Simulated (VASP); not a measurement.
# Ta (Im-3m) in VASP: single point with PBEsol

Aim: the single point of Ta with PBEsol.

All numbers are computed with VASP 6.6.1; they aren't measurements. Logs are shortened: lines on timing, memory, paths and dates and some standing lists are left out, and cuts for length are marked.

**1. The cell of the first run**

Symmetry: Im-3m, No. 229, cubic system. The conventional cell has a = 3.303 Å, b = 3.303 Å, c = 3.303 Å, α = 90.00°, β = 90.00°, γ = 90.00°. Ta (site symmetry m-3m) has 14 Ta at 2.86 to 3.30 Å within 3.8 Å.

**2. Single point, PBEsol**

The input, POSCAR:

```
Ta
1.0
   -1.6512800000      1.6512800000      1.6512800000
    1.6512800000     -1.6512800000      1.6512800000
    1.6512800000      1.6512800000     -1.6512800000
Ta
1
Direct
    0.0000000000      0.0000000000      0.0000000000
```

The input, INCAR.step1:

```
SYSTEM = Ta
ALGO = Normal
EDIFF = 1E-7
ENCUT = 520
GGA = PS
ISIF = 2
ISMEAR = 0
LASPH = .TRUE.
LCHARG = .TRUE.
LMAXMIX = 4
LREAL = .FALSE.
LWAVE = .FALSE.
NBANDS = 12
NELM = 100
PREC = Accurate
SIGMA = 0.1
```

The input, KPOINTS.step1:

```
k-points
0
G
  12 12 12
  0 0 0
```

The input, INCAR.step2:

```
SYSTEM = Ta
ALGO = Normal
EDIFF = 1E-7
ENCUT = 520
GGA = PS
ICHARG = 11
ISIF = 2
ISMEAR = -5
LASPH = .TRUE.
LCHARG = .FALSE.
LMAXMIX = 4
LORBIT = 11
LREAL = .FALSE.
LWAVE = .FALSE.
NEDOS = 1001
NELM = 100
PREC = Accurate
SIGMA = 0.1
```

The input, KPOINTS.step2:

```
k-points
0
G
  18 18 18
  0 0 0
```

Potentials or basis: VASP PAW PBE potentials, release 64 (Ta_pv).

Launch:

```bash
> cat potpaw_PBE.64/Ta_pv/POTCAR > POTCAR
> cp INCAR.step1 INCAR
> cp KPOINTS.step1 KPOINTS
> mpirun -np 1 vasp_std > vasp.out
> cp INCAR.step2 INCAR
> cp KPOINTS.step2 KPOINTS
> mpirun -np 1 vasp_std > vasp.out
```

OUTCAR:

```text
SYSTEM = Ta
   EDIFF = 1E-7
   ENCUT = 520
   GGA = PS
   ICHARG = 11
   ISIF = 2
   ISMEAR = -5
   LASPH = .TRUE.
   LORBIT = 11
   LREAL = .FALSE.
   NELM = 100
   PREC = Accurate

 ion  position               nearest neighbor table
   1  0.000  0.000  0.000-

  LATTYP: Found a body centered cubic cell.
 ALAT       =     3.3025600000

  Lattice vectors:

 A1 = (  -1.6512800000,   1.6512800000,   1.6512800000)
 A2 = (   1.6512800000,  -1.6512800000,   1.6512800000)
 A3 = (   1.6512800000,   1.6512800000,  -1.6512800000)

Analysis of symmetry for initial positions (statically):
=====================================================================
 Subroutine PRICEL returns:
 Original cell was already a primitive cell.

 Routine SETGRP: Setting up the symmetry group for a
 body centered cubic supercell.

 Subroutine GETGRP returns: Found 48 space group operations
 (whereof 48 operations were pure point group operations)
 out of a pool of 48 trial point group operations.

The static configuration has the point symmetry O_h .

Analysis of symmetry for dynamics (positions and initial velocities):
=====================================================================
 Subroutine PRICEL returns:
 Original cell was already a primitive cell.

 Routine SETGRP: Setting up the symmetry group for a
 body centered cubic supercell.

 Subroutine GETGRP returns: Found 48 space group operations
 (whereof 48 operations were pure point group operations)
 out of a pool of 48 trial point group operations.

The dynamic configuration has the point symmetry O_h .

 Subroutine INISYM returns: Found 48 space group operations
 (whereof 48 operations are pure point group operations),
 and found     1 'primitive' translations

----------------------------------------------------------------------------------------

                                     Primitive cell

  volume of cell :      18.0104

  direct lattice vectors                    reciprocal lattice vectors
    -1.651280000  1.651280000  1.651280000     0.000000000  0.302795407  0.302795407
     1.651280000 -1.651280000  1.651280000     0.302795407  0.000000000  0.302795407
     1.651280000  1.651280000 -1.651280000     0.302795407  0.302795407  0.000000000

  length of vectors
     2.860100858  2.860100858  2.860100858     0.428217371  0.428217371  0.428217371

  position of ions in fractional coordinates (direct lattice)
     0.000000000  0.000000000  0.000000000

  ion indices of the primitive-cell ions
   primitive index   ion index
                 1           1

----------------------------------------------------------------------------------------

 KPOINTS: k-points

Automatic generation of k-mesh.
 Grid dimensions read from file:
 generate k-points for:   18   18   18

 Generating k-lattice:

  Cartesian coordinates                     Fractional coordinates (reciprocal lattice)
     0.000000000  0.016821967  0.016821967     0.055555556  0.000000000  0.000000000
     0.016821967  0.000000000  0.016821967     0.000000000  0.055555556  0.000000000
     0.016821967  0.016821967  0.000000000     0.000000000  0.000000000  0.055555556

  Length of vectors
     0.023789854  0.023789854  0.023789854

  Shift w.r.t. Gamma in fractional coordinates (k-lattice)
     0.000000000  0.000000000  0.000000000

 TETIRR: Found   6794 inequivalent tetrahedra from    34992

 Subroutine IBZKPT returns following result:
 ===========================================

 Found    195 irreducible k-points:

 Following reciprocal coordinates:
            Coordinates               Weight
  0.000000  0.000000  0.000000      1.000000
  0.055556  0.000000  0.000000     12.000000
  0.111111  0.000000  0.000000     12.000000
  0.166667  0.000000  0.000000     12.000000
  0.222222  0.000000  0.000000     12.000000
  0.277778  0.000000  0.000000     12.000000
[... 16 lines left out ...]
  0.333333  0.111111  0.000000     48.000000
  0.388889  0.111111  0.000000     48.000000
 [... further k-points ...]
   k-points           NKPTS =    195   k-points in BZ     NKDIM =    195   number of bands    NBANDS=      9
   number of dos      NEDOS =   1001   number of ions     NIONS =      1
   total plane-waves  NPLWV =  13824
   dimension x,y,z NGX =    24 NGY =   24 NGZ =   24
   dimension x,y,z NGXF=    48 NGYF=   48 NGZF=   48
   ions per type =               1
   NGX,Y,Z   is equivalent  to a cutoff of  13.95, 13.95, 13.95 a.u.
   NGXF,Y,Z  is equivalent  to a cutoff of  27.90, 27.90, 27.90 a.u.
 SYSTEM =  Ta
   PREC   = accura    normal or accurate (medium, high low for compatibility)
   ISTART =      0    job   : 0-new  1-cont  2-samecut
   ICHARG =     11    charge: 1-file 2-atom 10-const
   ISPIN  =      1    spin polarized calculation?
   LNONCOLLINEAR =      F non collinear calculations
   LSORBIT =      F    spin-orbit coupling
   LASPH  =      T    aspherical Exc in radial PAW
   ENCUT  =  520.0 eV  38.22 Ry    6.18 a.u.   5.32  5.32  5.32*2*pi/ulx,y,z
   NELM   =    100;   NELMIN=  2; NELMDL=  0     # of ELM steps
   EDIFF  = 0.1E-06   stopping-criterion for ELM
   LREAL  =      F    real-space projection
   EDIFFG = 0.1E-05   stopping-criterion for IOM
   NSW    =      0    number of steps for IOM
   IBRION =     -1    ionic relax: 0-MD 1-quasi-New 2-CG
   NFREE  =      0    steps in history (QN), initial steepest desc. (CG)
   ISIF   =      2    stress and relaxation
   ISYM   =      2    0-nonsym 1-usesym 2-fastsym
   POTIM  = 0.5000    time-step for ionic-motion
   TEBEG  =    0.0;   TEEND  =   0.0 temperature during run
   PSTRESS=    0.0 pullay stress
   NELECT =      11.0000    total number of electrons
   NUPDOWN=      -1.0000    fix difference up-down
   EMIN   =  10.00;   EMAX   =-10.00  energy-range for DOS
   EFERMI =   0.00;   METHOD = LEGACY
   ISMEAR =    -5;   SIGMA  =   0.10  broadening in eV -4-tet -1-fermi 0-gaus
   EFERMI_NEDOS =   21; number of points for ismear=-14 and -15
   IALGO  =     38    algorithm
   IMIX   =      4    mixing-type and parameters
     AMIX     =   0.40;   BMIX     =  1.00
     AMIX_MAG =   1.60;   BMIX_MAG =  1.00
  volume/ion in A,a.u.               =      18.01       121.54
  Fermi-wavevector in a.u.,A,eV,Ry     =   1.388988  2.624806 26.249534  1.929286
  Thomas-Fermi vector in A             =   2.513061
   LORBIT       =     11    0 simple, 1 ext, 2 COOP (PROOUT), +10 PAW based schemes
   GGA     = PS    functional components
   LHFCALC =     F    Hartree Fock is set to
   AEXX    =    0.0000 exact exchange contribution
   IVDW    =     0    specifies the selected vdW correction
   LEPSILON=     F    determine dielectric tensor
   LRPA    =     F    only Hartree local field effects (RPA)
 non-spin polarized calculation
 Fermi weights with tetrahedron method with Bloechl corrections
  energy-cutoff  :      520.00
  volume of cell :       18.01
 maximum number of plane-waves:       498
 NGX is ok and might be reduce to    24

 number of electron      11.0000002 magnetization

 Free energy of the ion-electron system (eV)
  ---------------------------------------------------
  ext. energy  EPLUGINS =         0.00000000
  ---------------------------------------------------
  free energy    TOTEN  =       -12.54755449 eV

  energy without entropy =      -12.54755449  energy(sigma->0) =      -12.54755449

 E-fermi :   5.3094     XC(G=0): -12.7261

 val. band max:        5.3269734193   @ k =   0.3333   0.0000   0.0000
 cond. band min:       5.3397361591   @ k =   0.1111   0.0556   0.0556
 fundamental gap:      0.0127627398
 Fermi energy:         5.3094017278

 k-point     1 :       0.0000    0.0000    0.0000
  band No.  band energies     occupation
      1     -27.6876      2.00000
      2     -27.6876      2.00000
      3     -27.6876      2.00000
      4      -2.6091      2.00000
      5       6.0505      0.00000
      6       6.0505      0.00000
      7       6.0505      0.00000
      8       9.3186      0.00000
      9       9.3186      0.00000

 k-point     2 :       0.0556    0.0000    0.0000
  band No.  band energies     occupation
      1     -27.7265      2.00000
      2     -27.6996      2.00000
      3     -27.6878      2.00000
      4      -2.4702      2.00000
      5       5.9598      0.00000
      6       6.0252      0.00000
      7       6.1861      0.00000
      8       9.1693      0.00000
      9       9.3186      0.00000

 k-point     3 :       0.1111    0.0000    0.0000
  band No.  band energies     occupation
      1     -27.8372      2.00000
      2     -27.7338      2.00000
      3     -27.6885      2.00000
      4      -2.0680      2.00000
      5       5.7103     -0.01770
      6       5.9183      0.00000
      7       6.5890      0.00000
      8       8.8568      0.00000
      9       9.3267      0.00000

 k-point     4 :       0.1667    0.0000    0.0000
  band No.  band energies     occupation
      1     -28.0032      2.00000
      2     -27.7858      2.00000
      3     -27.6894      2.00000
      4      -1.4478      2.00000
      5       5.3564      0.65318
      6       5.6781     -0.03945
      7       7.2468      0.00000
      8       8.6417      0.00000
      9       9.3618      0.00000
[... 205 lines left out ...]
 k-point    22 :       0.2778    0.1111    0.0000
  band No.  band energies     occupation
      1     -28.5907      2.00000
      2     -28.0009      2.00000
      3     -27.7432      2.00000
      4       0.9815      2.00000
      5       4.2474      2.00000
      6       4.9469      2.04776
      7       8.7492      0.00000
      8      10.0540      0.00000
      9      11.0032      0.00000

 k-point    23 :       0.3333    0.1111    0.0000
  band No.  band energies     occupation
      1     -28.7161      2.00000
      2     -28.0619      2.00000
      3     -27.7456      2.00000
      4       1.2604      2.00000
      5       4.0296      2.00000
      6       5.4034      0.71900
      7       9.0054      0.00000
      8      10.1785      0.00000
      9      12.2319      0.00000

 k-point    24 :       0.3889    0.1111    0.0000
  band No.  band energies     occupation
      1     -28.7965      2.00000
      2     -28.1018      2.00000
      3     -27.7470      2.00000
      4       1.3285      2.00000
      5       3.8957      2.00000
      6       5.9927     -0.09776
      7       9.0705      0.00000
      8      10.3674      0.00000
      9      13.2394      0.00000

 [... further k-points ...]
[... 5 lines left out ...]
  --------------------------------------------------------------------------------------
  -------------------------------------------------------------------------------------
  Total       -0.4923124     -0.4923124     -0.4923124     -0.0000000     -0.0000000      0.0000000
  in kB      -43.7954691    -43.7954691    -43.7954691     -0.0000000     -0.0000000      0.0000000
  external PRESSURE =     -43.7954691 kB  Pullay stress =       0.0000000 kB

 VOLUME and BASIS-vectors are now :
 -----------------------------------------------------------------------------
  energy-cutoff  :      520.00
  volume of cell :       18.01
      direct lattice vectors                 reciprocal lattice vectors
    -1.651280000  1.651280000  1.651280000     0.000000000  0.302795407  0.302795407
     1.651280000 -1.651280000  1.651280000     0.302795407  0.000000000  0.302795407
     1.651280000  1.651280000 -1.651280000     0.302795407  0.302795407  0.000000000

 POSITION                                       TOTAL-FORCE (eV/Angst)
 -----------------------------------------------------------------------------------
      0.00000      0.00000      0.00000        -0.000000     -0.000000      0.000000
 -----------------------------------------------------------------------------------
    total drift:                               -0.000000      0.000000     -0.000000

  FREE ENERGIE OF THE ION-ELECTRON SYSTEM (eV)
  ---------------------------------------------------
  free  energy   TOTEN  =       -12.5475544864 eV

  energy  without entropy=      -12.5475544864  energy(sigma->0) =      -12.54755449

 total charge

# of ion       s       p       d       tot
------------------------------------------
    1        0.370   6.170   2.391   8.931
```

Run time: 16 s. Hardware: 1 thread of Intel Xeon Platinum 8488C (Sapphire Rapids), shared host; peak memory 0.16 GiB.

What came out:

```
Valence electrons inside the program's atomic spheres : Ta 8.93
```

Caveat: the PAW data sets were made with another functional, which shifts forces and pressure a little; spin-orbit coupling is left out, which moves the levels of the heavy elements; tetrahedron occupations give inexact forces and stress in metals.
